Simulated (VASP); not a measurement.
Set up this calculation in VASP 6.6.1, as the native input.

```
Task                   : single point
Functional             : PBEsol
Dispersion             : D4
Potentials or basis    : VASP PAW PBE potentials, release 64 (Cd, Se)
Cutoff                 : 520 eV
k mesh                 : 7 × 7 × 4
Occupations            : fermi-dirac, width 0.05 eV
Spin                   : no spin polarisation
Dipole correction      : no
Further INCAR settings : ALGO = Normal; EDIFF = 1e-06; NBANDS = 26
```

The structure of CdSe lies in POSCAR:

```
CdSe
1.0
    4.2733681996      0.0000000000      0.0000000000
   -2.1366840998      3.7008454206      0.0000000000
    0.0000000000      0.0000000000      6.9762881677
Cd Se
2 2
Direct
    0.6666666667      0.3333333333      0.5046992707
    0.3333333333      0.6666666667      0.0046992707
    0.6666666667      0.3333333333      0.8803007293
    0.3333333333      0.6666666667      0.3803007293
```

One way to write it, as run:

INCAR

```
PREC     = Accurate       # precision mode
ENCUT    = 520            # plane-wave cutoff, eV
EDIFF    = 1E-6           # SCF threshold, eV
ISMEAR   = -1             # smearing method
SIGMA    = 0.05           # smearing width, eV
LREAL    = False          # projectors in reciprocal space
LASPH    = True           # aspherical terms in the spheres
NELM     = 60             # most SCF steps
ALGO     = Normal         # electronic algorithm
ISIF     = 2              # what is computed and relaxed
LWAVE    = False          # write WAVECAR
LCHARG   = False          # write CHGCAR
GGA      = PS             # functional
IVDW     = 13             # dispersion correction
NBANDS   = 26             # bands
```

KPOINTS

```
Automatic mesh
0
Gamma
  7 7 4
```

Potentials or basis: VASP PAW PBE potentials, release 64 (Cd, Se).

Command:

```bash
$ cat potpaw_PBE.64/Cd/POTCAR potpaw_PBE.64/Se/POTCAR > POTCAR
$ mpirun -np 1 vasp_std > vasp.out
```

It gave:

- Pressure: 0.4 GPa
- Band gap on the k mesh: 0.58 eV
- Dispersion energy per atom: -0.195 eV

Caveat: the PAW data sets were made with another functional, which shifts forces and pressure a little.

Run time: 23 s on 1 thread of Intel(R) Xeon(R) 6975P-C (Granite Rapids), with other jobs on the host, peak memory 0.24 GiB.
